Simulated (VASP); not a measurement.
Crystal: Al2Au.

```
Al Au
1.0
     4.40678    0.00000    0.00000
    -2.20339    3.81639    0.00000
     0.00000    0.00000    3.09957
Al Au
2 1
Direct
  0.33333 0.66667 0.50000
  0.66667 0.33333 0.50000
  0.00000 0.00000 0.00000
```

```yaml
Program: VASP 6.6.1
Task: relaxation of cell and atoms
Functional: PBE
Potentials_or_basis: VASP PAW PBE potentials, release 64 (Al, Au)
Cutoff: 600 eV
k_mesh: 6 × 6 × 6
Occupations: gaussian, width 0.1 eV
Spin: no spin polarisation
```

At the start: pressure 4.1 GPa; volume 17.38 Å³/atom.

**Question.** Where does the relaxation end?

**Answer.** Over 6 steps the energy falls by 12.4 meV/atom and the volume is 18.19 Å³/atom (+4.7 %); space group P6/mmm (No. 191, to 0.1 Å) before and after.

The path:
```csv
step,energy change (eV),largest force (eV/Å),pressure (GPa),volume (Å³)
1,0.0000,0.0000,4.12,52.13
2,-0.0319,0.0000,-1.40,55.57
3,-0.0357,0.0000,-0.16,54.70
4,-0.0357,0.0000,-0.23,54.75
5,-0.0368,0.0000,-0.20,54.66
6,-0.0372,0.0000,-0.15,54.56
```

Final structure:
```cif
data_structure
_symmetry_space_group_name_H-M 'P 1'
_symmetry_Int_Tables_number 1
_cell_length_a 4.5095
_cell_length_b 4.5095
_cell_length_c 3.0982
_cell_angle_alpha 90.000
_cell_angle_beta 90.000
_cell_angle_gamma 120.000
_cell_volume 54.56
loop_
_atom_site_label
_atom_site_type_symbol
_atom_site_fract_x
_atom_site_fract_y
_atom_site_fract_z
_atom_site_occupancy
Al1 Al 0.33333 0.66667 0.50000 1
Al2 Al 0.66667 0.33333 0.50000 1
Au1 Au 0.00000 0.00000 0.00000 1
```
